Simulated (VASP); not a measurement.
# CoO (R-3m) in VASP: single point with LDA

Aim: the single point of CoO with LDA.

All numbers are computed with VASP 6.6.1; they aren't measurements. Logs are shortened: lines on timing, memory, paths and dates and some standing lists are left out, and cuts for length are marked.

### Step 1. The cell of the first run

It takes space group R-3m (No. 166, trigonal). The conventional cell has a = 2.996 Å, b = 2.996 Å, c = 6.485 Å, α = 90.00°, β = 90.00°, γ = 120.00°. Within 2.8 Å of Co (site symmetry -3m) lie 6 O at 2.04 Å and 6 Co at 2.77 Å. Within 2.8 Å of O (site symmetry -3m) lie 6 Co at 2.04 Å and 6 O at 2.77 Å.

### Step 2. Single point, LDA, collinear spin, ferromagnetic start

Contents of INCAR:

```
SYSTEM = CoO
ALGO = Normal ; EDIFF = 1E-6
ENCUT = 600 ; GGA = CA
GGA_COMPAT = .False. ; ISIF = 2
ISMEAR = 0 ; ISPIN = 2
LASPH = .True. ; LCHARG = .False.
LMAXMIX = 4 ; LORBIT = 11
LREAL = .False. ; LWAVE = .False.
MAGMOM = 2.7 0.34 ; NBANDS = 22
NELM = 200 ; PREC = Accurate
SIGMA = 0.1
```

Contents of KPOINTS:

```
k-points
0
Gamma
  18 18 18
  0 0 0
```

Contents of POSCAR:

```
CoO
1.0
    1.4981285242      0.8649449068      2.1617482947
   -1.4981285242      0.8649449068      2.1617482947
    0.0000000000     -1.7298898135      2.1617482947
Co O
1 1
Direct
    0.0000000000      0.0000000000      0.0000000000
    0.5000000000      0.5000000000      0.5000000000
```

Potentials or basis: VASP PAW LDA potentials, release 64 (Co_sv, O).

Launch:

```sh
> cat potpaw_LDA.64/Co_sv/POTCAR potpaw_LDA.64/O/POTCAR > POTCAR
> mpirun -np 1 vasp_std > vasp.out
```

OUTCAR:

```text
SYSTEM = CoO
   EDIFF = 1E-6
   ENCUT = 600
   GGA = CA
   ISIF = 2
   ISMEAR = 0
   ISPIN = 2
   LASPH = .True.
   LORBIT = 11
   LREAL = .False.
   NELM = 200
   PREC = Accurate

 ion  position               nearest neighbor table
   1  0.000  0.000  0.000-   2 2.04   2 2.04   2 2.04   2 2.04   2 2.04   2 2.04
   2  0.500  0.500  0.500-   1 2.04   1 2.04   1 2.04   1 2.04   1 2.04   1 2.04

  LATTYP: Found a trigonal (rhomboedric) cell.
 ALAT       =     2.7686954431
 COS(alpha) =     0.4144314143

  Lattice vectors:

 A1 = (   1.4981285242,   0.8649449068,   2.1617482947)
 A2 = (  -1.4981285242,   0.8649449068,   2.1617482947)
 A3 = (   0.0000000000,  -1.7298898135,   2.1617482947)

Analysis of symmetry for initial positions (statically):
=====================================================================
 Subroutine PRICEL returns:
 Original cell was already a primitive cell.

 Routine SETGRP: Setting up the symmetry group for a
 trigonal (rhombohedral) supercell.

 Subroutine GETGRP returns: Found 12 space group operations
 (whereof 12 operations were pure point group operations)
 out of a pool of 12 trial point group operations.

The static configuration has the point symmetry D_3d.

Analysis of symmetry for dynamics (positions and initial velocities):
=====================================================================
 Subroutine PRICEL returns:
 Original cell was already a primitive cell.

 Routine SETGRP: Setting up the symmetry group for a
 trigonal (rhombohedral) supercell.

 Subroutine GETGRP returns: Found 12 space group operations
 (whereof 12 operations were pure point group operations)
 out of a pool of 12 trial point group operations.

The dynamic configuration has the point symmetry D_3d.

Analysis of structural, dynamic, and magnetic symmetry:
=====================================================================
 Subroutine PRICEL returns:
 Original cell was already a primitive cell.

 Routine SETGRP: Setting up the symmetry group for a
 trigonal (rhombohedral) supercell.

 Subroutine GETGRP returns: Found 12 space group operations
 (whereof 12 operations were pure point group operations)
 out of a pool of 12 trial point group operations.

The overall configuration has the point symmetry D_3d.

 Subroutine INISYM returns: Found 12 space group operations
 (whereof 12 operations are pure point group operations),
 and found     1 'primitive' translations

----------------------------------------------------------------------------------------

                                     Primitive cell

  volume of cell :      16.8071

  direct lattice vectors                    reciprocal lattice vectors
     1.498128524  0.864944907  2.161748295     0.333749736  0.192690500  0.154196182
    -1.498128524  0.864944907  2.161748295    -0.333749736  0.192690500  0.154196182
     0.000000000 -1.729889814  2.161748295     0.000000000 -0.385381000  0.154196182

  length of vectors
     2.768695443  2.768695443  2.768695443     0.415084302  0.415084302  0.415084302

  position of ions in fractional coordinates (direct lattice)
     0.000000000  0.000000000  0.000000000
     0.500000000  0.500000000  0.500000000

  ion indices of the primitive-cell ions
   primitive index   ion index
                 1           1
                 2           2

----------------------------------------------------------------------------------------

 KPOINTS: k-points

Automatic generation of k-mesh.
 Grid dimensions read from file:
 generate k-points for:   18   18   18

 Generating k-lattice:

  Cartesian coordinates                     Fractional coordinates (reciprocal lattice)
     0.018541652  0.010705028  0.008566455     0.055555556  0.000000000  0.000000000
    -0.018541652  0.010705028  0.008566455     0.000000000  0.055555556  0.000000000
     0.000000000 -0.021410056  0.008566455    -0.000000000 -0.000000000  0.055555556

  Length of vectors
     0.023060239  0.023060239  0.023060239

  Shift w.r.t. Gamma in fractional coordinates (k-lattice)
     0.000000000  0.000000000  0.000000000

 Subroutine IBZKPT returns following result:
 ===========================================

 Found    580 irreducible k-points:

 Following reciprocal coordinates:
            Coordinates               Weight
  0.000000  0.000000  0.000000      1.000000
  0.055556 -0.000000  0.000000      6.000000
  0.111111 -0.000000  0.000000      6.000000
  0.166667 -0.000000 -0.000000      6.000000
  0.222222 -0.000000  0.000000      6.000000
  0.277778 -0.000000 -0.000000      6.000000
[... 16 lines left out ...]
 -0.277778  0.055556 -0.000000     12.000000
 -0.222222  0.055556 -0.000000     12.000000
 [... further k-points ...]
   k-points           NKPTS =    580   k-points in BZ     NKDIM =    580   number of bands    NBANDS=     22
   number of dos      NEDOS =    301   number of ions     NIONS =      2
   total plane-waves  NPLWV =  13824
   dimension x,y,z NGX =    24 NGY =   24 NGZ =   24
   dimension x,y,z NGXF=    48 NGYF=   48 NGZF=   48
   ions per type =               1   1
   NGX,Y,Z   is equivalent  to a cutoff of  14.41, 14.41, 14.41 a.u.
   NGXF,Y,Z  is equivalent  to a cutoff of  28.82, 28.82, 28.82 a.u.
 SYSTEM =  CoO
   PREC   = accura    normal or accurate (medium, high low for compatibility)
   ISTART =      0    job   : 0-new  1-cont  2-samecut
   ICHARG =      2    charge: 1-file 2-atom 10-const
   ISPIN  =      2    spin polarized calculation?
   LNONCOLLINEAR =      F non collinear calculations
   LSORBIT =      F    spin-orbit coupling
   LASPH  =      T    aspherical Exc in radial PAW
   ENCUT  =  600.0 eV  44.10 Ry    6.64 a.u.   5.53  5.53  5.53*2*pi/ulx,y,z
   NELM   =    200;   NELMIN=  2; NELMDL= -5     # of ELM steps
   EDIFF  = 0.1E-05   stopping-criterion for ELM
   LREAL  =      F    real-space projection
   EDIFFG = 0.1E-04   stopping-criterion for IOM
   NSW    =      0    number of steps for IOM
   IBRION =     -1    ionic relax: 0-MD 1-quasi-New 2-CG
   NFREE  =      0    steps in history (QN), initial steepest desc. (CG)
   ISIF   =      2    stress and relaxation
   ISYM   =      2    0-nonsym 1-usesym 2-fastsym
   POTIM  = 0.5000    time-step for ionic-motion
   TEBEG  =    0.0;   TEEND  =   0.0 temperature during run
   PSTRESS=    0.0 pullay stress
   NELECT =      23.0000    total number of electrons
   NUPDOWN=      -1.0000    fix difference up-down
   EMIN   =  10.00;   EMAX   =-10.00  energy-range for DOS
   EFERMI =   0.00;   METHOD = LEGACY
   ISMEAR =     0;   SIGMA  =   0.10  broadening in eV -4-tet -1-fermi 0-gaus
   EFERMI_NEDOS =   21; number of points for ismear=-14 and -15
   IALGO  =     38    algorithm
   IMIX   =      4    mixing-type and parameters
     AMIX     =   0.40;   BMIX     =  1.00
     AMIX_MAG =   1.60;   BMIX_MAG =  1.00
  volume/ion in A,a.u.               =       8.40        56.71
  Fermi-wavevector in a.u.,A,eV,Ry     =   1.817549  3.434670 44.946637  3.303485
  Thomas-Fermi vector in A             =   2.874729
   LORBIT       =     11    0 simple, 1 ext, 2 COOP (PROOUT), +10 PAW based schemes
   GGA     = CA    functional components
   LHFCALC =     F    Hartree Fock is set to
   AEXX    =    0.0000 exact exchange contribution
   IVDW    =     0    specifies the selected vdW correction
   LEPSILON=     F    determine dielectric tensor
   LRPA    =     F    only Hartree local field effects (RPA)
 spin polarized calculation
 Gauss-broadening in eV      SIGMA  =   0.10
  energy-cutoff  :      600.00
  volume of cell :       16.81
 maximum number of plane-waves:       579
 NGX is ok and might be reduce to    24
   NGX = 11   NGY = 11   NGZ = 11

 number of electron      23.0000025 magnetization       2.0485430

 Free energy of the ion-electron system (eV)
  ---------------------------------------------------
  ext. energy  EPLUGINS =         0.00000000
  ---------------------------------------------------
  free energy    TOTEN  =       -14.89369258 eV

  energy without entropy =      -14.87764495  energy(sigma->0) =      -14.88566876

 E-fermi :  10.7044     XC(G=0): -14.0794

 val. band max:       10.7044276193   @ k =  -0.3333   0.3889   0.2778
 cond. band min:      10.7049179726   @ k =  -0.4444   0.4444   0.2778
 fundamental gap:      0.0004903533
 Fermi energy:        10.7044462894

 spin component 1

 k-point     1 :       0.0000    0.0000    0.0000
  band No.  band energies     occupation
      1     -84.5421      1.00000
      2     -48.3902      1.00000
      3     -48.3902      1.00000
      4     -48.2894      1.00000
      5     -10.7173      1.00000
      6       6.5543      1.00000
[... 14 lines left out ...]
     21      36.9966      0.00000
     22      37.4573      0.00000
[... 552 lines left out ...]
  band No.  band energies     occupation
      1     -84.5384      1.00000
      2     -48.4185      1.00000
      3     -48.3925      1.00000
      4     -48.2989      1.00000
      5     -10.0360      1.00000
      6       3.4521      1.00000
[... 14 lines left out ...]
     21      39.2001      0.00000
     22      40.3679      0.00000

 [... further k-points ...]

 spin component 2

 k-point     1 :       0.0000    0.0000    0.0000
  band No.  band energies     occupation
      1     -82.5057      1.00000
      2     -46.4056      1.00000
      3     -46.4056      1.00000
      4     -46.3399      1.00000
      5     -10.4092      1.00000
      6       6.8808      1.00000
[... 14 lines left out ...]
     21      37.6659      0.00000
     22      38.1147      0.00000
[... 552 lines left out ...]
  band No.  band energies     occupation
      1     -82.5017      1.00000
      2     -46.4380      1.00000
      3     -46.4082      1.00000
      4     -46.3498      1.00000
      5      -9.7206      1.00000
      6       3.8751      1.00000
[... 14 lines left out ...]
     21      39.6714      0.00000
     22      40.7896      0.00000

 [... further k-points ...]

------------------------ aborting loop because EDIFF is reached ----------------------------------------

  FORCE on cell =-STRESS in cart. coord.  units (eV):
  Direction    XX          YY          ZZ          XY          YZ          ZX
  --------------------------------------------------------------------------------------
  -------------------------------------------------------------------------------------
  Total       -0.4608540     -0.4608540     -0.4159512      0.0000000     -0.0000000     -0.0000000
  in kB      -43.9319027    -43.9319027    -39.6514450      0.0000000     -0.0000000     -0.0000000
  external PRESSURE =     -42.5050835 kB  Pullay stress =       0.0000000 kB

 VOLUME and BASIS-vectors are now :
 -----------------------------------------------------------------------------
  energy-cutoff  :      600.00
  volume of cell :       16.81
      direct lattice vectors                 reciprocal lattice vectors
     1.498128524  0.864944907  2.161748295     0.333749736  0.192690500  0.154196182
    -1.498128524  0.864944907  2.161748295    -0.333749736  0.192690500  0.154196182
     0.000000000 -1.729889814  2.161748295     0.000000000 -0.385381000  0.154196182

 POSITION                                       TOTAL-FORCE (eV/Angst)
 -----------------------------------------------------------------------------------
      0.00000      0.00000      0.00000         0.000000      0.000000      0.000000
      0.00000      0.00000      3.24262         0.000000     -0.000000      0.000000
 -----------------------------------------------------------------------------------
    total drift:                               -0.000000     -0.000000     -0.000000

  FREE ENERGIE OF THE ION-ELECTRON SYSTEM (eV)
  ---------------------------------------------------
  free  energy   TOTEN  =       -14.8936925769 eV

  energy  without entropy=      -14.8776449509  energy(sigma->0) =      -14.88566876

 total charge

# of ion       s       p       d       tot
------------------------------------------
    1        2.159   6.080   6.775  15.015
    2        1.547   3.428   0.000   4.975
--------------------------------------------------
tot          3.707   9.508   6.775  19.990

 magnetization (x)

# of ion       s       p       d       tot
------------------------------------------
    1        0.011   0.008   1.785   1.804
    2        0.029   0.142   0.000   0.171
--------------------------------------------------
tot          0.040   0.151   1.785   1.976
```

Wall time 4.6 min (1 thread of Intel Xeon Platinum 8488C (Sapphire Rapids), shared host); peak memory 0.45 GiB.

What came out:

```yaml
Free_energy: -14.8937 eV
Pressure: -4.3 GPa
Net_moment: 2.05 μB per cell
Site_moments: Co +1.80; O +0.17 μB
Valence_electrons_inside_the_program's_atomic_spheres: Co 15.02; O 4.97
```

Stress tensor (GPa, compression positive):
```
-4.39  0.00  0.00
 0.00 -4.39  0.00
 0.00  0.00 -3.97
```

Caveat: the cell stands under tension; a cell with one magnetic atom can't hold antiferromagnetic order, which such compounds often take; semilocal functionals often make such compounds metallic where correlation or magnetic order opens a gap, which also shifts bond lengths. With open d or f shells a metallic result of LDA can be an artefact of self-interaction; +U or a hybrid may open a gap.
